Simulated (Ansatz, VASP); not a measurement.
One calculation of NaCl, two programs

File INCAR:

```
SYSTEM = NaCl
PREC = Accurate
ENCUT = 500
EDIFF = 1E-7
ISMEAR = 0
SIGMA = 0.02
LREAL = .False.
LASPH = .True.
NELM = 120
ALGO = Normal
ISIF = 3
LWAVE = .False.
LCHARG = .False.
GGA = PE
IBRION = 2
NSW = 65
EDIFFG = -0.01
GGA_COMPAT = .False.
NELMIN = 4
```

KPOINTS

```
regular mesh
0
Gamma
  9 9 6
  0 0 0
```

The input POSCAR:

```
NaCl
1.0
    4.0267341621      0.0000000000      0.0000000000
   -2.0133670810      3.4872540787      0.0000000000
    0.0000000000      0.0000000000      6.5756344870
Na Cl
2 2
Direct
    0.0000000000      0.0000000000      0.0000000000
    0.3333333333      0.6666666667      0.5000000000
    0.6666666667      0.3333333333      0.2500000000
    0.6666666667      0.3333333333      0.7500000000
```

Input for Ansatz:

```yaml
crystal:
  lattice:
    - [4.0267341621, 0.0, 0.0]
    - [-2.013367081, 3.4872540787, 0.0]
    - [0.0, 0.0, 6.575634487]
  atoms:
    - { symbol: Na, position: [0.0, 0.0, 0.0] }
    - { symbol: Cl, position: [0.6666666667, 0.3333333333, 0.25] }
    - { symbol: Na, position: [0.3333333333, 0.6666666667, 0.5] }
    - { symbol: Cl, position: [0.6666666667, 0.3333333333, 0.75] }
basis:
  ecutwfc: 420
kpoints:
  mp_grid: { grid: [9, 9, 6] }
hamiltonian:
  xc: pbe
scf:
  occupations: { method: gaussian, width: 0.02 }
output:
  forces: true
  stress: true
  eigenvalues: true
  populations: true
  write_density: true
  write_potential: true
  elf: true
  volumetric_format: npy
relax:
  adjacent_minimum: "off"
  f_tol: 0.01
  max_steps: 45
  cell: { stress_tol: 0.05 }
```

Alike in both runs: task relaxation of cell and atoms; functional PBE; k mesh 9 × 9 × 6; occupations gaussian, width 0.02 eV; no spin polarisation.

|  | VASP | Ansatz |
| --- | --- | --- |
| version | VASP 6.6.1 | Ansatz 0.2.0 |
| potentials or method | VASP PAW PBE potentials, release 64 (Na_pv, Cl), cutoff 500 eV | scalar-relativistic, plane waves, PAW |
| valence electrons in the cell | 28 | 32 |

|  | VASP | Ansatz | Ansatz less VASP |
| --- | --- | --- | --- |
| gap on the k mesh at the Fermi level, each at its own relaxed structure (eV) | 4.39 | 4.38 | -0.003 |
| relaxed volume (Å³/atom) | 23.60 | 23.65 | +0.053 |

VASP's potentials hold 28 valence electrons a cell and Ansatz's 32, so a difference there can come from the potentials and not from the codes.
